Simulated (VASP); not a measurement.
Runs of VASP 6.6.1 on P. The structure is that of space group Imma (No. 74), or close to it. The cells are those of the table. 

```tsv
cell	gap on the mesh (eV)	pressure (GPa)	largest force (eV/Å)
a = 3.351 Å, angles 124.7, 92.7, 112.6°, 2 atoms	none	(b)	1.24
a = 3.311 Å, angles 123.9, 91.3, 114.8°, 2 atoms	none	33.2	1.83
a = 3.622 Å, angles 121.9, 87.5, 121.0°, 2 atoms	none	-3.2	0.24
a = 3.271 Å, angles 123.2, 90.0, 117.0°, 2 atoms	none	42.1	2.51
a = 3.535 Å, angles 125.3, 93.8, 110.8°, 2 atoms	none	(a)	0.53
```

Alike in all rows: task single point; level r2SCAN; potentials or basis VASP PAW PBE potentials, release 64 (P); no spin polarisation; k mesh 18 × 18 × 18; cutoff (eV) 520; smearing gaussian 0.15 eV.

Q: Estimate the missing entries.

A: (a) 2.8; (b) 25.7.

Caveats: the PAW data sets were made with another functional, which shifts forces and pressure a little; the stress differs along the axes, from 15 to 32 GPa (at least some runs); the stress differs along the axes, from 25 to 43 GPa (at least some runs); the stress differs along the axes, from -10 to 6 GPa (at least some runs); the stress differs along the axes, from 32 to 56 GPa (at least some runs); the stress differs along the axes, from -7 to 10 GPa (at least some runs).

A gap of «none» marks levels without a gap at the run's occupations.
